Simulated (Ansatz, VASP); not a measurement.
# SnO2: VASP beside Ansatz

Contents of INCAR:

```
SYSTEM = SnO2
PREC = Accurate
ENCUT = 520
EDIFF = 1E-6
ISMEAR = 0
SIGMA = 0.1
LREAL = .FALSE.
LASPH = .TRUE.
NELM = 80
ALGO = Normal
ISIF = 2
LWAVE = .FALSE.
LCHARG = .FALSE.
LDIPOL = .TRUE.
IDIPOL = 3
DIPOL = 0.5 0.5 0.500
GGA = PE
IVDW = 12
NBANDS = 35
```

Contents of KPOINTS:

```
regular mesh
0
G
  6 6 1
  0 0 0
```

Contents of POSCAR:

```
SnO2
1.0
    2.6066423600      0.0000000000      0.0000000000
    0.0000000000      2.6066423600      0.0000000000
    0.0000000000      0.0000000000     21.0000000000
Sn O
2 4
Direct
    0.0000000000      0.0000000000      0.3974476200
    0.0000000000      0.0000000000      0.6025523800
    0.5000000000      0.5000000000      0.4378571400
    0.5000000000      0.5000000000      0.3570380900
    0.5000000000      0.5000000000      0.6429619100
    0.5000000000      0.5000000000      0.5621428600
```

Input for Ansatz:

```yaml
crystal:
  lattice:
    - [2.60664236, 0.0, 0.0]
    - [0.0, 2.60664236, 0.0]
    - [0.0, 0.0, 21.0]
  atoms:
    - { symbol: Sn, position: [0.0, 0.0, 0.39744762] }
    - { symbol: Sn, position: [0.0, 0.0, 0.60255238] }
    - { symbol: O, position: [0.5, 0.5, 0.43785714] }
    - { symbol: O, position: [0.5, 0.5, 0.35703809] }
    - { symbol: O, position: [0.5, 0.5, 0.64296191] }
    - { symbol: O, position: [0.5, 0.5, 0.56214286] }
  periodic: [true, true, false]
basis:
  ecutwfc: 420
kpoints:
  mp_grid: { grid: [6, 6, 1] }
hamiltonian:
  xc: pbe
  dispersion: d3bj
scf:
  occupations: { method: gaussian, width: 0.1 }
  lower_state_search: "off"
output:
  forces: true
  stress: true
  eigenvalues: true
```

Alike in both runs: task single point; functional PBE; dispersion D3(BJ); k mesh 6 × 6 × 1; occupations gaussian, width 0.1 eV; no spin polarisation.

|  | VASP | Ansatz |
| --- | --- | --- |
| version | VASP 6.6.1 | Ansatz 0.2.0 |
| potentials or method | VASP PAW PBE potentials, release 64 (Sn_d, O), cutoff 520 eV | scalar-relativistic, plane waves, PAW |
| valence electrons in the cell | 52 | 52 |

|  | VASP | Ansatz | Ansatz less VASP |
| --- | --- | --- | --- |
| gap on the k mesh at the Fermi level (eV) | none | none | - |
| rms of the force components (eV/Å) | 7.498 | 7.452 | -0.0463 |

Atom by atom the forces differ by 0.046 eV/Å (rms over components). A gap of «none» marks a metal or a gap that the smearing closes. Ansatz's warnings: slab cell height set.

The k mesh is coarse, so the values compare programs but aren't converged.
